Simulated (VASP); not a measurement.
# Mo in VASP: single point with PBE

Aim: the single point of Mo with PBE.

All numbers are computed with VASP 6.6.1; they aren't measurements. Logs are shortened: lines on timing, memory, paths and dates and some standing lists are left out, and cuts for length are marked.

**1. The cell of the first run**

The cell holds a slab with vacuum, 4 atoms: a = 3.217 Å, b = 3.217 Å, c = 25.770 Å, α = 90.00°, β = 90.00°, γ = 90.00°.

**2. Single point, PBE**

File INCAR:

```
ALGO = Normal
DIPOL = 0.5 0.5 0.662
EDIFF = 1E-6
ENCUT = 400
GGA = PE
GGA_COMPAT = False
IDIPOL = 3
ISIF = 2
ISMEAR = 1
LASPH = True
LCHARG = False
LDIPOL = True
LREAL = False
LWAVE = False
NBANDS = 36
NELM = 120
NELMDL = -8
PREC = Accurate
SIGMA = 0.1
```

File KPOINTS:

```
k-points
0
Gamma
  10 10 1
```

File POSCAR:

```
Mo
1.0
    3.2165956303      0.0000000000      0.0000000000
    0.0000000000      3.2165956303      0.0000000000
    0.0000000000      0.0000000000     25.7702485309
Mo
4
Direct
    0.5000000000      0.5000000000      0.5767782360
    0.0000000000      0.0000000000      0.6293061443
    0.5000000000      0.5000000000      0.6961382074
    0.0000000000      0.0000000000      0.7460183372
```

Potentials or basis: VASP PAW PBE potentials, release 64 (Mo_sv).

Run with:

```sh
$ cat potpaw_PBE.64/Mo_sv/POTCAR > POTCAR
$ mpirun -np 1 vasp_std > vasp.out
```

OUTCAR:

```text
EDIFF = 1E-6
   ENCUT = 400
   GGA = PE
   ISIF = 2
   ISMEAR = 1
   LASPH = True
   LREAL = False
   NELM = 120
   NELMDL = -8
   PREC = Accurate

 ion  position               nearest neighbor table
   1  0.500  0.500  0.577-   2 2.65   2 2.65   2 2.65   2 2.65   3 3.08
   2  0.000  0.000  0.629-   1 2.65   1 2.65   1 2.65   1 2.65   3 2.85   3 2.85   3 2.85   3 2.85
                             4 3.01
   3  0.500  0.500  0.696-   4 2.61   4 2.61   4 2.61   4 2.61   2 2.85   2 2.85   2 2.85   2 2.85
                             1 3.08
   4  0.000  0.000  0.746-   3 2.61   3 2.61   3 2.61   3 2.61   2 3.01

  LATTYP: Found a simple tetragonal cell.
 ALAT       =     3.2165956303
 C/A-ratio  =     8.0116531553

  Lattice vectors:

 A1 = (   3.2165956303,   0.0000000000,   0.0000000000)
 A2 = (   0.0000000000,   3.2165956303,   0.0000000000)
 A3 = (   0.0000000000,   0.0000000000,  25.7702485309)

Analysis of symmetry for initial positions (statically):
=====================================================================
 Subroutine PRICEL returns:
 Original cell was already a primitive cell.

 Routine SETGRP: Setting up the symmetry group for a
 simple tetragonal supercell.

 Subroutine GETGRP returns: Found  8 space group operations
 (whereof  8 operations were pure point group operations)
 out of a pool of 16 trial point group operations.

The static configuration has the point symmetry C_4v.

Analysis of symmetry for dynamics (positions and initial velocities):
=====================================================================
 Subroutine PRICEL returns:
 Original cell was already a primitive cell.

 Routine SETGRP: Setting up the symmetry group for a
 simple tetragonal supercell.

 Subroutine GETGRP returns: Found  8 space group operations
 (whereof  8 operations were pure point group operations)
 out of a pool of 16 trial point group operations.

The dynamic configuration has the point symmetry C_4v.

 Subroutine INISYM returns: Found  8 space group operations
 (whereof  8 operations are pure point group operations),
 and found     1 'primitive' translations

----------------------------------------------------------------------------------------

                                     Primitive cell

  volume of cell :     266.6316

  direct lattice vectors                    reciprocal lattice vectors
     3.216595630  0.000000000  0.000000000     0.310887695  0.000000000  0.000000000
     0.000000000  3.216595630  0.000000000     0.000000000  0.310887695  0.000000000
     0.000000000  0.000000000 25.770248531     0.000000000  0.000000000  0.038804438

  length of vectors
     3.216595630  3.216595630 25.770248531     0.310887695  0.310887695  0.038804438

  position of ions in fractional coordinates (direct lattice)
     0.500000000  0.500000000  0.576778236
     0.000000000  0.000000000  0.629306144
     0.500000000  0.500000000  0.696138207
     0.000000000  0.000000000  0.746018337

  ion indices of the primitive-cell ions
   primitive index   ion index
                 1           1
                 2           2
                 3           3
                 4           4

----------------------------------------------------------------------------------------

 KPOINTS: k-points

Automatic generation of k-mesh.
 Grid dimensions read from file:
 generate k-points for:   10   10    1

 Generating k-lattice:

  Cartesian coordinates                     Fractional coordinates (reciprocal lattice)
     0.031088769  0.000000000  0.000000000     0.100000000  0.000000000  0.000000000
     0.000000000  0.031088769  0.000000000     0.000000000  0.100000000  0.000000000
     0.000000000  0.000000000  0.038804438     0.000000000  0.000000000  1.000000000

  Length of vectors
     0.031088769  0.031088769  0.038804438

  Shift w.r.t. Gamma in fractional coordinates (k-lattice)
     0.000000000  0.000000000  0.000000000

 Subroutine IBZKPT returns following result:
 ===========================================

 Found     21 irreducible k-points:

 Following reciprocal coordinates:
            Coordinates               Weight
  0.000000  0.000000  0.000000      1.000000
  0.100000  0.000000  0.000000      4.000000
  0.200000  0.000000  0.000000      4.000000
  0.300000  0.000000  0.000000      4.000000
  0.400000  0.000000  0.000000      4.000000
  0.500000  0.000000  0.000000      2.000000
[... 13 lines left out ...]
  0.500000  0.400000  0.000000      4.000000
  0.500000  0.500000  0.000000      1.000000
   k-points           NKPTS =     21   k-points in BZ     NKDIM =     21   number of bands    NBANDS=     36
   number of dos      NEDOS =    301   number of ions     NIONS =      4
   total plane-waves  NPLWV =  96768
   dimension x,y,z NGX =    24 NGY =   24 NGZ =  168
   dimension x,y,z NGXF=    48 NGYF=   48 NGZF=  336
   ions per type =               4
   NGX,Y,Z   is equivalent  to a cutoff of  12.40, 12.40, 10.84 a.u.
   NGXF,Y,Z  is equivalent  to a cutoff of  24.81, 24.81, 21.68 a.u.
 SYSTEM =  unknown system
   PREC   = accura    normal or accurate (medium, high low for compatibility)
   ISTART =      0    job   : 0-new  1-cont  2-samecut
   ICHARG =      2    charge: 1-file 2-atom 10-const
   ISPIN  =      1    spin polarized calculation?
   LNONCOLLINEAR =      F non collinear calculations
   LSORBIT =      F    spin-orbit coupling
   LASPH  =      T    aspherical Exc in radial PAW
   ENCUT  =  400.0 eV  29.40 Ry    5.42 a.u.   5.25  5.25 42.02*2*pi/ulx,y,z
   NELM   =    120;   NELMIN=  2; NELMDL= -8     # of ELM steps
   EDIFF  = 0.1E-05   stopping-criterion for ELM
   LREAL  =      F    real-space projection
   EDIFFG = 0.1E-04   stopping-criterion for IOM
   NSW    =      0    number of steps for IOM
   IBRION =     -1    ionic relax: 0-MD 1-quasi-New 2-CG
   NFREE  =      0    steps in history (QN), initial steepest desc. (CG)
   ISIF   =      2    stress and relaxation
   ISYM   =      2    0-nonsym 1-usesym 2-fastsym
   POTIM  = 0.5000    time-step for ionic-motion
   TEBEG  =    0.0;   TEEND  =   0.0 temperature during run
   PSTRESS=    0.0 pullay stress
   NELECT =      56.0000    total number of electrons
   NUPDOWN=      -1.0000    fix difference up-down
   EMIN   =  10.00;   EMAX   =-10.00  energy-range for DOS
   EFERMI =   0.00;   METHOD = LEGACY
   ISMEAR =     1;   SIGMA  =   0.10  broadening in eV -4-tet -1-fermi 0-gaus
   EFERMI_NEDOS =   21; number of points for ismear=-14 and -15
   IALGO  =     38    algorithm
   IMIX   =      4    mixing-type and parameters
     AMIX     =   0.40;   BMIX     =  1.00
     AMIX_MAG =   1.60;   BMIX_MAG =  1.00
  volume/ion in A,a.u.               =      66.66       449.83
  Fermi-wavevector in a.u.,A,eV,Ry     =   0.973121  1.838933 12.884243  0.946965
  Thomas-Fermi vector in A             =   2.103475
   LORBIT       =      0    0 simple, 1 ext, 2 COOP (PROOUT), +10 PAW based schemes
   GGA     = PE    functional components
   LHFCALC =     F    Hartree Fock is set to
   AEXX    =    0.0000 exact exchange contribution
   IVDW    =     0    specifies the selected vdW correction
   LEPSILON=     F    determine dielectric tensor
   LRPA    =     F    only Hartree local field effects (RPA)
 non-spin polarized calculation
 Methfessel and Paxton  Order N= 1 SIGMA  =   0.10
  energy-cutoff  :      400.00
  volume of cell :      266.63
 maximum number of plane-waves:      4896
 NGX is ok and might be reduce to    24
   NGX = 11   NGY = 11   NGZ = 85

 dipolmoment           0.000000      0.000000     -0.008688 electrons x Angstroem

 number of electron      56.0000005 magnetization

 dipolmoment           0.000000      0.000000      0.004064 electrons x Angstroem

 Free energy of the ion-electron system (eV)
  ---------------------------------------------------
  ext. energy  EPLUGINS =         0.00000000
  ---------------------------------------------------
  free energy    TOTEN  =       -39.62335990 eV

  energy without entropy =      -39.62200525  energy(sigma->0) =      -39.62290835

 E-fermi :  -0.0067     XC(G=0):  -4.0399

 val. band max:       -0.0119117621   @ k =   0.0000   0.0000   0.0000
 cond. band min:       0.0045020772   @ k =   0.3000   0.3000   0.0000
 fundamental gap:      0.0164138393
 Fermi energy:        -0.0067014760

 k-point     1 :       0.0000    0.0000    0.0000
  band No.  band energies     occupation
      1     -60.8966      2.00000
      2     -60.7768      2.00000
      3     -60.4416      2.00000
      4     -60.3778      2.00000
      5     -35.1437      2.00000
      6     -35.1437      2.00000
[... 28 lines left out ...]
     35       2.0187      0.00000
     36       2.6793      0.00000

 k-point     2 :       0.1000    0.0000    0.0000
  band No.  band energies     occupation
      1     -60.8865      2.00000
      2     -60.7708      2.00000
      3     -60.4462      2.00000
      4     -60.3838      2.00000
      5     -35.1876      2.00000
      6     -35.1235      2.00000
[... 28 lines left out ...]
     35       1.9590     -0.00000
     36       2.3100      0.00000

 k-point     3 :       0.2000    0.0000    0.0000
  band No.  band energies     occupation
      1     -60.8583      2.00000
      2     -60.7551      2.00000
      3     -60.4593      2.00000
      4     -60.4005      2.00000
      5     -35.2733      2.00000
      6     -35.2368      2.00000
[... 28 lines left out ...]
     35       2.2258      0.00000
     36       2.2761      0.00000

 k-point     4 :       0.3000    0.0000    0.0000
  band No.  band energies     occupation
      1     -60.8174      2.00000
      2     -60.7362      2.00000
      3     -60.4786      2.00000
      4     -60.4235      2.00000
      5     -35.3617      2.00000
      6     -35.3345      2.00000
[... 28 lines left out ...]
     35       2.2431      0.00000
     36       2.5053      0.00000

 k-point     5 :       0.4000    0.0000    0.0000
  band No.  band energies     occupation
      1     -60.7733      2.00000
      2     -60.7258      2.00000
      3     -60.4971      2.00000
      4     -60.4452      2.00000
      5     -35.4233      2.00000
      6     -35.3998      2.00000
[... 538 lines left out ...]
 k-point    19 :       0.4000    0.4000    0.0000
  band No.  band energies     occupation
      1     -60.7352      2.00000
      2     -60.7161      2.00000
      3     -60.4910      2.00000
      4     -60.4402      2.00000
      5     -35.4761      2.00000
      6     -35.4262      2.00000
[... 28 lines left out ...]
     35       2.2821      0.00000
     36       2.6487      0.00000

 k-point    20 :       0.5000    0.4000    0.0000
  band No.  band energies     occupation
      1     -60.7291      2.00000
      2     -60.7171      2.00000
      3     -60.4904      2.00000
      4     -60.4398      2.00000
      5     -35.4831      2.00000
      6     -35.4780      2.00000
[... 28 lines left out ...]
     35       2.6194      0.00000
     36       2.6341      0.00000

 k-point    21 :       0.5000    0.5000    0.0000
  band No.  band energies     occupation
      1     -60.7275      2.00000
      2     -60.7154      2.00000
      3     -60.4888      2.00000
      4     -60.4382      2.00000
      5     -35.5103      2.00000
      6     -35.5103      2.00000
[... 28 lines left out ...]
     35       2.6988      0.00000
     36       2.7037      0.00000

------------------------ aborting loop because EDIFF is reached ----------------------------------------

 vacuum level on the upper side and lower side of the slab       (xc-potential included)         0.026        -0.043

  FORCE on cell =-STRESS in cart. coord.  units (eV):
  Direction    XX          YY          ZZ          XY          YZ          ZX
  --------------------------------------------------------------------------------------
  -------------------------------------------------------------------------------------
  Total       -5.5615179     -5.5615179     -1.1730771      0.0000000     -0.0000000      0.0000000
  in kB      -33.4189176    -33.4189176     -7.0489689      0.0000000     -0.0000000      0.0000000
  external PRESSURE =     -24.6289347 kB  Pullay stress =       0.0000000 kB

 VOLUME and BASIS-vectors are now :
 -----------------------------------------------------------------------------
  energy-cutoff  :      400.00
  volume of cell :      266.63
      direct lattice vectors                 reciprocal lattice vectors
     3.216595630  0.000000000  0.000000000     0.310887695  0.000000000  0.000000000
     0.000000000  3.216595630  0.000000000     0.000000000  0.310887695  0.000000000
     0.000000000  0.000000000 25.770248531     0.000000000  0.000000000  0.038804438

 POSITION                                       TOTAL-FORCE (eV/Angst)
 -----------------------------------------------------------------------------------
      1.60830      1.60830     14.86372        -0.000000      0.000000      0.607213
      0.00000      0.00000     16.21738         0.000000      0.000000     -0.545822
      1.60830      1.60830     17.93965        -0.000000     -0.000000     -0.189999
      0.00000      0.00000     19.22508        -0.000000      0.000000      0.128607
 -----------------------------------------------------------------------------------
    total drift:                                0.000000     -0.000000      0.000538

  FREE ENERGIE OF THE ION-ELECTRON SYSTEM (eV)
  ---------------------------------------------------
  free  energy   TOTEN  =       -39.6233599021 eV

  energy  without entropy=      -39.6220052550  energy(sigma->0) =      -39.62290835

 vacuum level on the upper side and lower side of the slab         3.879         3.808
```

Run time: 5.3 min. Hardware: 1 thread of AMD EPYC 7R43 (Zen 3), shared host; peak memory 0.32 GiB.

Results:

- Free energy: -39.6234 eV
- Largest force: 0.607 eV/Å
- Band gap on the k mesh: zero (bands 28 and 29 overlap by 1.49 eV)

Forces on the atoms (eV/Å):
```
Mo   0.000  0.000  0.607
Mo   0.000  0.000 -0.546
Mo   0.000  0.000 -0.190
Mo   0.000  0.000  0.129
```

Levels at points of the mesh, in eV from the Fermi level:
```
           k point  band 25  band 26  band 27  band 28  band 29  band 30  band 31  band 32
(0.00, 0.00, 0.00)    -0.75    -0.25    -0.24    -0.24    -0.02    -0.01     0.17     0.75
(0.50, 0.00, 0.00)    -1.10    -1.05    -0.06    -0.04     1.17     1.33     1.70     1.81
(0.50, 0.50, 0.00)    -1.05    -1.05     1.29     1.32     1.32     1.39     2.04     2.20
```
